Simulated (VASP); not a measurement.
# Gd in VASP: single point with r2SCAN

Aim: the single point of Gd with r2SCAN.

Program: VASP 6.6.1. These are calculated values, not measurements. Logs are shortened: lines on timing, memory, paths and dates and some standing lists are left out, and cuts for length are marked.

### Step 1. The cell of the first run

The cell holds a slab with vacuum, 2 atoms: a = 7.608 Å, b = 3.868 Å, c = 11.557 Å, α = 90.00°, β = 90.00°, γ = 90.00°.

### Step 2. Single point, r2SCAN, collinear spin, antiferromagnetic start

Input file POSCAR:

```
Gd
1.0
    7.6080649400      0.0000000000      0.0000000000
    0.0000000000      3.8682493300      0.0000000000
    0.0000000000      0.0000000000     11.5570553400
Gd
2
Direct
    0.2500000000      0.5000000000      0.5000000000
    0.7500000000      0.5000000000      0.5000000000
```

Input file INCAR.step1:

```
PREC = Accurate
ENCUT = 520
ISMEAR = -1
SIGMA = 0.1
LREAL = F
LASPH = T
NELM = 150
ISPIN = 2
MAGMOM = 7 -7
LMAXMIX = 6
NBANDS = 29
GGA = PE
ALGO = Normal
EDIFF = 1E-4
LWAVE = T
LCHARG = F
```

Input file INCAR.step2:

```
PREC = Accurate
ENCUT = 520
EDIFF = 1E-7
ISMEAR = -1
SIGMA = 0.1
LREAL = F
LASPH = T
NELM = 150
ALGO = Normal
ISIF = 2
LWAVE = F
LCHARG = T
ISPIN = 2
MAGMOM = 7 -7
LORBIT = 11
LMAXMIX = 6
METAGGA = R2SCAN
LMIXTAU = T
LELF = T
LVHAR = T
NBANDS = 29
ISTART = 1
```

Input file KPOINTS:

```
Automatic mesh
0
Gamma
  3 5 2
  0.5 0.5 0.5
```

Potentials or basis: VASP PAW PBE potentials, release 64 (Gd).

Run with:

```bash
$ cat potpaw_PBE.64/Gd/POTCAR > POTCAR
$ cp INCAR.step1 INCAR
$ mpirun -np 1 vasp_std > vasp.out
$ cp INCAR.step2 INCAR
$ mpirun -np 1 vasp_std > vasp.out
```

OUTCAR:

```text
PREC = Accurate
   ENCUT = 520
   EDIFF = 1E-7
   ISMEAR = -1
   LREAL = F
   LASPH = T
   NELM = 150
   ISIF = 2
   ISPIN = 2
   LORBIT = 11
   METAGGA = R2SCAN
   ISTART = 1

 ion  position               nearest neighbor table
   1  0.250  0.500  0.500-
   2  0.750  0.500  0.500-

  LATTYP: Found a simple orthorhombic cell.
 ALAT       =     3.8682493300
 B/A-ratio  =     1.9667979727
 C/A-ratio  =     2.9876707404

  Lattice vectors:

 A1 = (   0.0000000000,  -3.8682493300,   0.0000000000)
 A2 = (   7.6080649400,   0.0000000000,   0.0000000000)
 A3 = (   0.0000000000,   0.0000000000,  11.5570553400)

Analysis of symmetry for initial positions (statically):
=====================================================================
 Subroutine PRICEL returns following result:

  LATTYP: Found a simple orthorhombic cell.
 ALAT       =     3.8040324700
 B/A-ratio  =     1.0168812597
 C/A-ratio  =     3.0381063861

  Lattice vectors:

 A1 = (   3.8040324700,   0.0000000000,   0.0000000000)
 A2 = (   0.0000000000,   3.8682493300,   0.0000000000)
 A3 = (   0.0000000000,   0.0000000000,  11.5570553400)

   2 primitive cells build up your supercell.

 Routine SETGRP: Setting up the symmetry group for a
 simple orthorhombic supercell.

 Subroutine GETGRP returns: Found  8 space group operations
 (whereof  8 operations were pure point group operations)
 out of a pool of  8 trial point group operations.

The static configuration has the point symmetry D_2h.

Analysis of symmetry for dynamics (positions and initial velocities):
=====================================================================
 Subroutine PRICEL returns following result:

  LATTYP: Found a simple orthorhombic cell.
 ALAT       =     3.8040324700
 B/A-ratio  =     1.0168812597
 C/A-ratio  =     3.0381063861

  Lattice vectors:

 A1 = (   3.8040324700,   0.0000000000,   0.0000000000)
 A2 = (   0.0000000000,   3.8682493300,   0.0000000000)
 A3 = (   0.0000000000,   0.0000000000,  11.5570553400)

   2 primitive cells build up your supercell.

 Routine SETGRP: Setting up the symmetry group for a
 simple orthorhombic supercell.

 Subroutine GETGRP returns: Found  8 space group operations
 (whereof  8 operations were pure point group operations)
 out of a pool of  8 trial point group operations.

The dynamic configuration has the point symmetry D_2h.

Analysis of structural, dynamic, and magnetic symmetry:
=====================================================================
 Subroutine PRICEL returns following result:

  LATTYP: Found a simple orthorhombic cell.
 ALAT       =     3.8040324700
 B/A-ratio  =     1.0168812597
 C/A-ratio  =     3.0381063861

  Lattice vectors:

 A1 = (   3.8040324700,   0.0000000000,   0.0000000000)
 A2 = (   0.0000000000,   3.8682493300,   0.0000000000)
 A3 = (   0.0000000000,   0.0000000000,  11.5570553400)

   2 primitive cells build up your supercell.

 Routine SETGRP: Setting up the symmetry group for a
 simple orthorhombic supercell.

 Subroutine GETGRP returns: Found  8 space group operations
 (whereof  8 operations were pure point group operations)
 out of a pool of  8 trial point group operations.

The overall configuration has the point symmetry D_2h.

 Subroutine INISYM returns: Found  8 space group operations
 (whereof  8 operations are pure point group operations),
 and found     2 'primitive' translations

----------------------------------------------------------------------------------------

                                     Primitive cell

  volume of cell :     170.0614

  direct lattice vectors                    reciprocal lattice vectors
     3.804032470  0.000000000  0.000000000     0.262878934  0.000000000  0.000000000
     0.000000000  3.868249330  0.000000000     0.000000000  0.258514877  0.000000000
     0.000000000  0.000000000 11.557055340     0.000000000  0.000000000  0.086527231

  length of vectors
     3.804032470  3.868249330 11.557055340     0.262878934  0.258514877  0.086527231

  position of ions in fractional coordinates (direct lattice)
     0.500000000  0.500000000  0.500000000

  ion indices of the primitive-cell ions
   primitive index   ion index
                 1           1

----------------------------------------------------------------------------------------

 KPOINTS: Automatic mesh

Automatic generation of k-mesh.
 Grid dimensions read from file:
 generate k-points for:    3    5    2

 Generating k-lattice:

  Cartesian coordinates                     Fractional coordinates (reciprocal lattice)
     0.043813156  0.000000000  0.000000000     0.333333333  0.000000000  0.000000000
     0.000000000  0.051702975  0.000000000     0.000000000  0.200000000  0.000000000
     0.000000000  0.000000000  0.043263616     0.000000000  0.000000000  0.500000000

  Length of vectors
     0.043813156  0.051702975  0.043263616

  Shift w.r.t. Gamma in fractional coordinates (k-lattice)
     0.500000000  0.500000000  0.500000000

 Subroutine IBZKPT returns following result:
 ===========================================

 Found      6 irreducible k-points:

 Following reciprocal coordinates:
            Coordinates               Weight
  0.166667  0.100000  0.250000      8.000000
  0.500000  0.100000  0.250000      4.000000
  0.166667  0.300000  0.250000      8.000000
  0.500000  0.300000  0.250000      4.000000
  0.166667  0.500000  0.250000      4.000000
  0.500000  0.500000  0.250000      2.000000
   k-points           NKPTS =      6   k-points in BZ     NKDIM =      6   number of bands    NBANDS=     29
   number of dos      NEDOS =    301   number of ions     NIONS =      2
   total plane-waves  NPLWV = 162000
   dimension x,y,z NGX =    60 NGY =   30 NGZ =   90
   dimension x,y,z NGXF=   120 NGYF=   60 NGZF=  180
   ions per type =               2
   NGX,Y,Z   is equivalent  to a cutoff of  13.11, 12.89, 12.95 a.u.
   NGXF,Y,Z  is equivalent  to a cutoff of  26.22, 25.79, 25.89 a.u.
 SYSTEM =  unknown system
   PREC   = accura    normal or accurate (medium, high low for compatibility)
   ISTART =      1    job   : 0-new  1-cont  2-samecut
   ICHARG =      0    charge: 1-file 2-atom 10-const
   ISPIN  =      2    spin polarized calculation?
   LNONCOLLINEAR =      F non collinear calculations
   LSORBIT =      F    spin-orbit coupling
   LASPH  =      T    aspherical Exc in radial PAW
   ENCUT  =  520.0 eV  38.22 Ry    6.18 a.u.  14.15  7.19 21.49*2*pi/ulx,y,z
   NELM   =    150;   NELMIN=  2; NELMDL=  0     # of ELM steps
   EDIFF  = 0.1E-06   stopping-criterion for ELM
   LREAL  =      F    real-space projection
   EDIFFG = 0.1E-05   stopping-criterion for IOM
   NSW    =      0    number of steps for IOM
   IBRION =     -1    ionic relax: 0-MD 1-quasi-New 2-CG
   NFREE  =      0    steps in history (QN), initial steepest desc. (CG)
   ISIF   =      2    stress and relaxation
   ISYM   =      2    0-nonsym 1-usesym 2-fastsym
   POTIM  = 0.5000    time-step for ionic-motion
   TEBEG  =    0.0;   TEEND  =   0.0 temperature during run
   PSTRESS=    0.0 pullay stress
   NELECT =      36.0000    total number of electrons
   NUPDOWN=      -1.0000    fix difference up-down
   EMIN   =  10.00;   EMAX   =-10.00  energy-range for DOS
   EFERMI =   0.00;   METHOD = LEGACY
   ISMEAR =    -1;   SIGMA  =   0.10  broadening in eV -4-tet -1-fermi 0-gaus
   EFERMI_NEDOS =   21; number of points for ismear=-14 and -15
   IALGO  =     38    algorithm
   IMIX   =      4    mixing-type and parameters
     AMIX     =   0.40;   BMIX     =  1.00
     AMIX_MAG =   1.60;   BMIX_MAG =  1.00
  volume/ion in A,a.u.               =     170.06      1147.63
  Fermi-wavevector in a.u.,A,eV,Ry     =   0.774397  1.463398  8.159289  0.599691
  Thomas-Fermi vector in A             =   1.876445
   LORBIT       =     11    0 simple, 1 ext, 2 COOP (PROOUT), +10 PAW based schemes
   METAGGA = R2SCAN    functional components
   LHFCALC =     F    Hartree Fock is set to
   AEXX    =    0.0000 exact exchange contribution
   IVDW    =     0    specifies the selected vdW correction
   LEPSILON=     F    determine dielectric tensor
   LRPA    =     F    only Hartree local field effects (RPA)
 spin polarized calculation
  energy-cutoff  :      520.00
  volume of cell :      340.12
 maximum number of plane-waves:      9180
 NGX is ok and might be reduce to    56
   NGX = 29   NGY = 15   NGZ = 43

 number of electron      36.0000001 magnetization      -0.0000000

 number of electron      36.0000001 magnetization       0.0000000

 Free energy of the ion-electron system (eV)
  ---------------------------------------------------
  ext. energy  EPLUGINS =         0.00000000
  ---------------------------------------------------
  free energy    TOTEN  =       -77.87957566 eV

  energy without entropy =      -77.65779075  energy(sigma->0) =      -77.76868320

 E-fermi :  -1.5564     XC(G=0):  -3.6893

 val. band max:       -1.5849381711   @ k =   0.5000   0.5000   0.2500
 cond. band min:      -1.5211353780   @ k =   0.1667   0.3000   0.2500
 fundamental gap:      0.0638027932
 Fermi energy:        -1.5563689798

 spin component 1

 k-point     1 :       0.1667    0.1000    0.2500
  band No.  band energies     occupation
      1     -49.8710      1.00000
      2     -45.8582      1.00000
      3     -26.7158      1.00000
      4     -26.4757      1.00000
      5     -26.4179      1.00000
      6     -23.8943      1.00000
[... 159 lines left out ...]
      6     -23.8791      1.00000
[... 21 lines left out ...]
     28      -0.3468      0.00001
     29      -0.3346      0.00000
 Fermi energy:        -1.5563689798

 spin component 2

 k-point     1 :       0.1667    0.1000    0.2500
  band No.  band energies     occupation
      1     -49.8710      1.00000
      2     -45.8582      1.00000
      3     -26.7158      1.00000
      4     -26.4757      1.00000
      5     -26.4179      1.00000
      6     -23.8943      1.00000
[... 181 lines left out ...]
     28      -0.3468      0.00001
     29      -0.3346      0.00000

------------------------ aborting loop because EDIFF is reached ----------------------------------------

  FORCE on cell =-STRESS in cart. coord.  units (eV):
  Direction    XX          YY          ZZ          XY          YZ          ZX
  --------------------------------------------------------------------------------------
  -------------------------------------------------------------------------------------
  Total       -2.8661545     -6.1985903     -0.0218479      0.0000000      0.0000000      0.0000000
  in kB      -13.5012607    -29.1989782     -0.1029162      0.0000000      0.0000000      0.0000000
  external PRESSURE =     -14.2677184 kB  Pullay stress =       0.0000000 kB

 VOLUME and BASIS-vectors are now :
 -----------------------------------------------------------------------------
  energy-cutoff  :      520.00
  volume of cell :      340.12
      direct lattice vectors                 reciprocal lattice vectors
     7.608064940  0.000000000  0.000000000     0.131439467  0.000000000  0.000000000
     0.000000000  3.868249330  0.000000000     0.000000000  0.258514877  0.000000000
     0.000000000  0.000000000 11.557055340     0.000000000  0.000000000  0.086527231

 POSITION                                       TOTAL-FORCE (eV/Angst)
 -----------------------------------------------------------------------------------
      1.90202      1.93412      5.77853         0.000000      0.000000      0.000000
      5.70605      1.93412      5.77853         0.000000      0.000000     -0.000000
 -----------------------------------------------------------------------------------
    total drift:                                0.000000     -0.000000     -0.000000

  FREE ENERGIE OF THE ION-ELECTRON SYSTEM (eV)
  ---------------------------------------------------
  free  energy   TOTEN  =       -77.8795756642 eV

  energy  without entropy=      -77.6577907452  energy(sigma->0) =      -77.76868320

 total charge

# of ion       s       p       d       f       tot
--------------------------------------------------
    1        2.071   5.575   0.526   6.982  15.153
    2        2.071   5.575   0.526   6.982  15.153
--------------------------------------------------
tot          4.142  11.150   1.051  13.964  30.307

 magnetization (x)

# of ion       s       p       d       f       tot
--------------------------------------------------
    1        0.024  -0.126   0.418   6.855   7.171
    2       -0.024   0.126  -0.418  -6.855  -7.171
--------------------------------------------------
tot          0.000   0.000   0.000  -0.000  -0.000
```

Run time: 25 min. Hardware: 1 thread of Intel Xeon 6975P-C (Granite Rapids), shared host; peak memory 0.69 GiB.

What came out:

- Free energy: -77.8796 eV
- Band gap on the k mesh: zero (filled and empty bands overlap)
- Net moment: 0.00 μB per cell
- Site moments: Gd +7.17, -7.17 μB
- Valence electrons inside the program's atomic spheres: Gd 15.15

Caveat: the PAW data sets were made with another functional, which shifts forces and pressure a little; spin-orbit coupling is left out, which moves the levels of the heavy elements; semilocal functionals describe open f shells poorly, which spoils levels, moments and volumes.
